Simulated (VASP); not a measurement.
HOs:

```xyz
4
Lattice="3.1326 0.0000 0.0000 -1.5663 2.7130 0.0000 0.0000 0.0000 5.0168" Properties=species:S:1:pos:R:3 pbc="T T T"
H     0.0000    1.8086    0.0000
H     1.5663    0.9043    2.5084
Os    0.0000    1.8086    1.9169
Os    1.5663    0.9043    4.4253
```

* Program: VASP 6.6.1
* Task: relaxation of cell and atoms
* Functional: PBE
* Potentials or basis: VASP PAW PBE potentials, release 64 (H, Os)
* Cutoff: 600 eV
* k mesh: 6 × 6 × 4
* Occupations: gaussian, width 0.1 eV
* Spin: no spin polarisation

At the start: pressure -32.9 GPa; volume 10.66 Å³/atom.

Q: How do energy, volume and symmetry change on relaxing?

A: Over 9 steps the energy falls by 212.4 meV/atom and the volume is 8.92 Å³/atom (-16.3 %); space group P6_3mc (No. 186, to 0.05 Å).

Step by step:
| step | energy change (eV) | largest force (eV/Å) | pressure (GPa) | volume (Å³) |
| --- | --- | --- | --- | --- |
| 1 | 0.0000 | 0.0161 | -32.88 | 42.64 |
| 2 | 0.0517 | 0.1728 | 64.60 | 30.51 |
| 3 | -0.8470 | 0.0701 | -1.44 | 35.87 |
| 4 | -0.8478 | 0.0719 | -0.30 | 35.73 |
| 5 | -0.8476 | 0.0736 | 0.73 | 35.60 |
| 6 | -0.8483 | 0.0387 | -0.76 | 35.79 |
| 7 | -0.8484 | 0.0443 | -0.51 | 35.76 |
| 8 | -0.8491 | 0.0198 | -0.23 | 35.72 |
| 9 | -0.8494 | 0.0143 | 0.17 | 35.67 |

Final structure:
```
H Os
1.0
     2.95901    0.00000    0.00000
    -1.47950    2.56258    0.00000
     0.00000    0.00000    4.70412
H Os
2 2
Direct
  0.33333 0.66667 0.99755
  0.66667 0.33333 0.49755
  0.33333 0.66667 0.38455
  0.66667 0.33333 0.88455
```

Caveat: the k points lie up to 0.41 Å⁻¹ apart in the final cell; the volume moved by over 15 % at a fixed basis, so the end points are rough.
